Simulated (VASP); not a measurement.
# Al3Te2 (R-3m) in VASP: single point with PBE

Aim: the single point of Al3Te2 with PBE.

Program: VASP 6.6.1. These are calculated values, not measurements. Logs are shortened: lines on timing, memory, paths and dates and some standing lists are left out, and cuts for length are marked.

**1. The cell of the first run**

Symmetry: R-3m, No. 166, trigonal system. Conventional cell: a = 4.058 Å, b = 4.058 Å, c = 25.788 Å, α = 90.00°, β = 90.00°, γ = 120.00°. Within 3.9 Å of Al (site symmetry -3m) lie 6 Te at 2.93 Å. Within 3.7 Å of Al (site symmetry 3m) lie 3 Al at 2.83 Å and 3 Te at 2.92 Å. Within 3.8 Å of Te (site symmetry 3m) lie 6 Al at 2.92 to 2.93 Å.

**2. Single point, PBE**

INCAR

```
  PREC = Accurate
  ENCUT = 520
  EDIFF = 1E-6
  ISMEAR = 0
  SIGMA = 0.1
  LREAL = False
  LASPH = True
  NELM = 60
  ALGO = Fast
  ISIF = 2
  LWAVE = False
  LCHARG = True
  GGA = PE
  LELF = True
  LVHAR = True
  NBANDS = 18
```

KPOINTS

```
regular mesh
0
Gamma
  12 12 12
```

POSCAR

```
Al3Te2
1.0
    2.0290103040      1.1714496452      8.5959494265
   -2.0290103040      1.1714496452      8.5959494265
    0.0000000000     -2.3428992904      8.5959494265
Al Te
3 2
Direct
    0.0000000000      0.0000000000      0.0000000000
    0.1972936904      0.1972936904      0.1972936904
    0.8027063096      0.8027063096      0.8027063096
    0.4017380976      0.4017380976      0.4017380976
    0.5982619024      0.5982619024      0.5982619024
```

Potentials or basis: VASP PAW PBE potentials, release 64 (Al, Te).

On the command line:

```bash
$ cat potpaw_PBE.64/Al/POTCAR potpaw_PBE.64/Te/POTCAR > POTCAR
$ mpirun -np 1 vasp_std > vasp.out
```

OUTCAR:

```text
PREC = Accurate
   ENCUT = 520
   EDIFF = 1E-6
   ISMEAR = 0
   LREAL = False
   LASPH = True
   NELM = 60
   ISIF = 2
   GGA = PE

 ion  position               nearest neighbor table
   1  0.000  0.000  0.000-   5 2.93   4 2.93   5 2.93   5 2.93   4 2.93   4 2.93
   2  0.197  0.197  0.197-   3 2.83   3 2.83   3 2.83   5 2.92   5 2.92   5 2.92
   3  0.803  0.803  0.803-   2 2.83   2 2.83   2 2.83   4 2.92   4 2.92   4 2.92
   4  0.402  0.402  0.402-   3 2.92   3 2.92   3 2.92   1 2.93   1 2.93   1 2.93
   5  0.598  0.598  0.598-   2 2.92   2 2.92   2 2.92   1 2.93   1 2.93   1 2.93

  LATTYP: Found a trigonal (rhomboedric) cell.
 ALAT       =     8.9095187091
 COS(alpha) =     0.8962734311

  Lattice vectors:

 A1 = (   2.0290103040,   1.1714496452,   8.5959494265)
 A2 = (  -2.0290103040,   1.1714496452,   8.5959494265)
 A3 = (   0.0000000000,  -2.3428992904,   8.5959494265)

Analysis of symmetry for initial positions (statically):
=====================================================================
 Subroutine PRICEL returns:
 Original cell was already a primitive cell.

 Routine SETGRP: Setting up the symmetry group for a
 trigonal (rhombohedral) supercell.

 Subroutine GETGRP returns: Found 12 space group operations
 (whereof 12 operations were pure point group operations)
 out of a pool of 12 trial point group operations.

The static configuration has the point symmetry D_3d.

Analysis of symmetry for dynamics (positions and initial velocities):
=====================================================================
 Subroutine PRICEL returns:
 Original cell was already a primitive cell.

 Routine SETGRP: Setting up the symmetry group for a
 trigonal (rhombohedral) supercell.

 Subroutine GETGRP returns: Found 12 space group operations
 (whereof 12 operations were pure point group operations)
 out of a pool of 12 trial point group operations.

The dynamic configuration has the point symmetry D_3d.

 Subroutine INISYM returns: Found 12 space group operations
 (whereof 12 operations are pure point group operations),
 and found     1 'primitive' translations

----------------------------------------------------------------------------------------

                                     Primitive cell

  volume of cell :     122.5894

  direct lattice vectors                    reciprocal lattice vectors
     2.029010304  1.171449645  8.595949427     0.246425560  0.142273863  0.038777954
    -2.029010304  1.171449645  8.595949427    -0.246425560  0.142273863  0.038777954
     0.000000000 -2.342899290  8.595949427     0.000000000 -0.284547727  0.038777954

  length of vectors
     8.909518709  8.909518709  8.909518709     0.287177886  0.287177886  0.287177886

  position of ions in fractional coordinates (direct lattice)
     0.000000000  0.000000000  0.000000000
     0.197293690  0.197293690  0.197293690
     0.802706310  0.802706310  0.802706310
     0.401738098  0.401738098  0.401738098
     0.598261902  0.598261902  0.598261902

  ion indices of the primitive-cell ions
   primitive index   ion index
                 1           1
                 2           2
                 3           3
                 4           4
                 5           5

----------------------------------------------------------------------------------------

 KPOINTS: regular mesh

Automatic generation of k-mesh.
 Grid dimensions read from file:
 generate k-points for:   12   12   12

 Generating k-lattice:

  Cartesian coordinates                     Fractional coordinates (reciprocal lattice)
     0.020535463  0.011856155  0.003231496     0.083333333  0.000000000  0.000000000
    -0.020535463  0.011856155  0.003231496     0.000000000  0.083333333  0.000000000
     0.000000000 -0.023712311  0.003231496     0.000000000  0.000000000  0.083333333

  Length of vectors
     0.023931491  0.023931491  0.023931491

  Shift w.r.t. Gamma in fractional coordinates (k-lattice)
     0.000000000  0.000000000  0.000000000

 Subroutine IBZKPT returns following result:
 ===========================================

 Found    189 irreducible k-points:

 Following reciprocal coordinates:
            Coordinates               Weight
  0.000000  0.000000  0.000000      1.000000
  0.083333  0.000000 -0.000000      6.000000
  0.166667 -0.000000 -0.000000      6.000000
  0.250000  0.000000 -0.000000      6.000000
  0.333333 -0.000000 -0.000000      6.000000
  0.416667 -0.000000 -0.000000      6.000000
[... 16 lines left out ...]
  0.500000  0.166667 -0.000000     12.000000
 -0.416667  0.166667  0.000000     12.000000
 [... further k-points ...]
   k-points           NKPTS =    189   k-points in BZ     NKDIM =    189   number of bands    NBANDS=     18
   number of dos      NEDOS =    301   number of ions     NIONS =      5
   total plane-waves  NPLWV = 343000
   dimension x,y,z NGX =    70 NGY =   70 NGZ =   70
   dimension x,y,z NGXF=   140 NGYF=  140 NGZF=  140
   ions per type =               3   2
   NGX,Y,Z   is equivalent  to a cutoff of  13.06, 13.06, 13.06 a.u.
   NGXF,Y,Z  is equivalent  to a cutoff of  26.12, 26.12, 26.12 a.u.
 SYSTEM =  unknown system
   PREC   = accura    normal or accurate (medium, high low for compatibility)
   ISTART =      0    job   : 0-new  1-cont  2-samecut
   ICHARG =      2    charge: 1-file 2-atom 10-const
   ISPIN  =      1    spin polarized calculation?
   LNONCOLLINEAR =      F non collinear calculations
   LSORBIT =      F    spin-orbit coupling
   LASPH  =      T    aspherical Exc in radial PAW
   ENCUT  =  520.0 eV  38.22 Ry    6.18 a.u.  16.57 16.57 16.57*2*pi/ulx,y,z
   NELM   =     60;   NELMIN=  2; NELMDL= -5     # of ELM steps
   EDIFF  = 0.1E-05   stopping-criterion for ELM
   LREAL  =      F    real-space projection
   EDIFFG = 0.1E-04   stopping-criterion for IOM
   NSW    =      0    number of steps for IOM
   IBRION =     -1    ionic relax: 0-MD 1-quasi-New 2-CG
   NFREE  =      0    steps in history (QN), initial steepest desc. (CG)
   ISIF   =      2    stress and relaxation
   ISYM   =      2    0-nonsym 1-usesym 2-fastsym
   POTIM  = 0.5000    time-step for ionic-motion
   TEBEG  =    0.0;   TEEND  =   0.0 temperature during run
   PSTRESS=    0.0 pullay stress
   NELECT =      21.0000    total number of electrons
   NUPDOWN=      -1.0000    fix difference up-down
   EMIN   =  10.00;   EMAX   =-10.00  energy-range for DOS
   EFERMI =   0.00;   METHOD = LEGACY
   ISMEAR =     0;   SIGMA  =   0.10  broadening in eV -4-tet -1-fermi 0-gaus
   EFERMI_NEDOS =   21; number of points for ismear=-14 and -15
   IALGO  =     68    algorithm
   IMIX   =      4    mixing-type and parameters
     AMIX     =   0.40;   BMIX     =  1.00
     AMIX_MAG =   1.60;   BMIX_MAG =  1.00
  volume/ion in A,a.u.               =      24.52       165.45
  Fermi-wavevector in a.u.,A,eV,Ry     =   0.909209  1.718155 11.247399  0.826661
  Thomas-Fermi vector in A             =   2.033226
   LORBIT       =      0    0 simple, 1 ext, 2 COOP (PROOUT), +10 PAW based schemes
   GGA     = PE    functional components
   LHFCALC =     F    Hartree Fock is set to
   AEXX    =    0.0000 exact exchange contribution
   IVDW    =     0    specifies the selected vdW correction
   LEPSILON=     F    determine dielectric tensor
   LRPA    =     F    only Hartree local field effects (RPA)
 non-spin polarized calculation
 RMM-DIIS sequential band-by-band and
 Gauss-broadening in eV      SIGMA  =   0.10
  energy-cutoff  :      520.00
  volume of cell :      122.59
 maximum number of plane-waves:      3333
 NGX is ok and might be reduce to    70
   NGX = 33   NGY = 33   NGZ = 33

 number of electron      21.0000000 magnetization

 Free energy of the ion-electron system (eV)
  ---------------------------------------------------
  ext. energy  EPLUGINS =         0.00000000
  ---------------------------------------------------
  free energy    TOTEN  =       -17.86434368 eV

  energy without entropy =      -17.85598462  energy(sigma->0) =      -17.86016415

 E-fermi :   6.7125     XC(G=0):  -9.4682

 val. band max:        6.7091652107   @ k =  -0.1667   0.1667   0.1667
 cond. band min:       6.7130431566   @ k =  -0.4167  -0.4167   0.3333
 fundamental gap:      0.0038779459
 Fermi energy:         6.7125435261

 k-point     1 :       0.0000    0.0000    0.0000
  band No.  band energies     occupation
      1      -6.2885      2.00000
      2      -5.5414      2.00000
      3      -1.2971      2.00000
      4       2.7062      2.00000
      5       2.7409      2.00000
      6       5.2861      2.00000
[... 10 lines left out ...]
     17      10.7088      0.00000
     18      11.5780      0.00000

 k-point     2 :       0.0833    0.0000   -0.0000
  band No.  band energies     occupation
      1      -6.2264      2.00000
      2      -5.4925      2.00000
      3      -1.2119      2.00000
      4       2.5060      2.00000
      5       2.8848      2.00000
      6       4.6815      2.00000
[... 10 lines left out ...]
     17      10.7631      0.00000
     18      11.7606      0.00000

 k-point     3 :       0.1667   -0.0000   -0.0000
  band No.  band energies     occupation
      1      -6.0453      2.00000
      2      -5.3526      2.00000
      3      -0.9579      2.00000
      4       2.0770      2.00000
      5       2.9193      2.00000
      6       3.8374      2.00000
[... 10 lines left out ...]
     17      10.4215      0.00000
     18      11.3349      0.00000

 k-point     4 :       0.2500    0.0000   -0.0000
  band No.  band energies     occupation
      1      -5.7631      2.00000
      2      -5.1451      2.00000
      3      -0.5410      2.00000
      4       1.3196      2.00000
      5       2.4121      2.00000
      6       3.5440      2.00000
[... 10 lines left out ...]
     17      11.0326      0.00000
     18      11.6374      0.00000

 k-point     5 :       0.3333   -0.0000   -0.0000
  band No.  band energies     occupation
      1      -5.4194      2.00000
      2      -4.9182      2.00000
      3      -0.0098      2.00000
      4       0.5350      2.00000
      5       1.6426      2.00000
      6       3.6704      2.00000
[... 10 lines left out ...]
     17      10.6649      0.00000
     18      12.0609      0.00000

 k-point     6 :       0.4167   -0.0000   -0.0000
  band No.  band energies     occupation
      1      -5.0946      2.00000
      2      -4.7502      2.00000
      3      -0.2135      2.00000
      4       0.8373      2.00000
      5       1.0707      2.00000
      6       2.7803      2.00000
[... 10 lines left out ...]
     17      10.3287      0.00000
     18      11.0110      0.00000

 k-point     7 :       0.5000    0.0000   -0.0000
  band No.  band energies     occupation
      1      -4.9406      2.00000
      2      -4.7017      2.00000
      3      -0.4405      2.00000
      4       0.8562      2.00000
      5       1.5407      2.00000
      6       1.9365      2.00000
[... 10 lines left out ...]
     17      10.1183      0.00000
     18      10.4792      0.00000

 k-point     8 :       0.0833    0.0833   -0.0000
  band No.  band energies     occupation
      1      -6.2245      2.00000
      2      -5.4960      2.00000
      3      -1.2002      2.00000
      4       2.3728      2.00000
      5       3.0060      2.00000
      6       4.7133      2.00000
[... 10 lines left out ...]
     17      10.8023      0.00000
     18      11.3401      0.00000
[... 229 lines left out ...]
     17      10.5760      0.00000
     18      11.6831      0.00000

 k-point    20 :       0.2500    0.1667   -0.0000
  band No.  band energies     occupation
      1      -5.8621      2.00000
      2      -5.2405      2.00000
      3      -0.6544      2.00000
      4       1.7374      2.00000
      5       2.3880      2.00000
      6       3.4622      2.00000
[... 10 lines left out ...]
     17      11.0316      0.00000
     18      11.2980      0.00000

 k-point    21 :       0.3333    0.1667   -0.0000
  band No.  band energies     occupation
      1      -5.5928      2.00000
      2      -5.0532      2.00000
      3      -0.2494      2.00000
      4       1.2087      2.00000
      5       1.9689      2.00000
      6       3.3051      2.00000
[... 10 lines left out ...]
     17      10.8003      0.00000
     18      10.9732      0.00000

 k-point    22 :       0.4167    0.1667   -0.0000
  band No.  band energies     occupation
      1      -5.2709      2.00000
      2      -4.8488      2.00000
      3       0.1759      2.00000
      4       0.6915      2.00000
      5       1.5614      2.00000
      6       2.8173      2.00000
[... 10 lines left out ...]
     17      11.2888      0.00000
     18      11.6625      0.00000

 k-point    23 :       0.5000    0.1667   -0.0000
  band No.  band energies     occupation
      1      -4.9743      2.00000
      2      -4.6980      2.00000
      3      -0.0419      2.00000
      4       0.9277      2.00000
      5       1.3583      2.00000
      6       2.3917      2.00000
[... 10 lines left out ...]
     17      11.7443      0.00000
     18      12.3349      0.00000

 k-point    24 :      -0.4167    0.1667    0.0000
  band No.  band energies     occupation
      1      -4.8429      2.00000
      2      -4.6472      2.00000
      3      -0.1980      2.00000
      4       0.9707      2.00000
      5       1.7237      2.00000
      6       1.7866      2.00000
[... 10 lines left out ...]
     17      11.7862      0.00000
     18      12.4760      0.00000

 [... further k-points ...]

------------------------ aborting loop because EDIFF is reached ----------------------------------------

  FORCE on cell =-STRESS in cart. coord.  units (eV):
  Direction    XX          YY          ZZ          XY          YZ          ZX
  --------------------------------------------------------------------------------------
  -------------------------------------------------------------------------------------
  Total        0.0296519      0.0296519      0.0349358      0.0000000     -0.0000000      0.0000000
  in kB        0.3875348      0.3875348      0.4565922      0.0000000     -0.0000000      0.0000000
  external PRESSURE =       0.4105539 kB  Pullay stress =       0.0000000 kB

 VOLUME and BASIS-vectors are now :
 -----------------------------------------------------------------------------
  energy-cutoff  :      520.00
  volume of cell :      122.59
      direct lattice vectors                 reciprocal lattice vectors
     2.029010304  1.171449645  8.595949427     0.246425560  0.142273863  0.038777954
    -2.029010304  1.171449645  8.595949427    -0.246425560  0.142273863  0.038777954
     0.000000000 -2.342899290  8.595949427     0.000000000 -0.284547727  0.038777954

 POSITION                                       TOTAL-FORCE (eV/Angst)
 -----------------------------------------------------------------------------------
      0.00000      0.00000      0.00000         0.000000     -0.000000      0.000000
      0.00000      0.00000      5.08778        -0.000000     -0.000000     -0.003493
      0.00000      0.00000     20.70007        -0.000000      0.000000      0.003493
      0.00000      0.00000     10.35996        -0.000000     -0.000000      0.002111
      0.00000      0.00000     15.42789        -0.000000      0.000000     -0.002111
 -----------------------------------------------------------------------------------
    total drift:                               -0.000000     -0.000000     -0.000000

  FREE ENERGIE OF THE ION-ELECTRON SYSTEM (eV)
  ---------------------------------------------------
  free  energy   TOTEN  =       -17.8643436824 eV

  energy  without entropy=      -17.8559846177  energy(sigma->0) =      -17.86016415
```

It took 14 min on 1 thread of Intel Xeon 6975P-C (Granite Rapids), shared host; peak memory 0.95 GiB.

What came out:

```
Free energy            : -17.8643 eV
Pressure               : 0.0 GPa
Largest force          : 0.003 eV/Å
Band gap on the k mesh : zero (an odd number of electrons rules out a gap without spin polarisation)
```

Forces on the atoms (eV/Å):
```
Al   0.000  0.000  0.000
Al   0.000  0.000 -0.003
Al   0.000  0.000  0.003
Te   0.000  0.000  0.002
Te   0.000  0.000 -0.002
```

Caveat: spin-orbit coupling is left out, which moves the levels of the heavy elements.
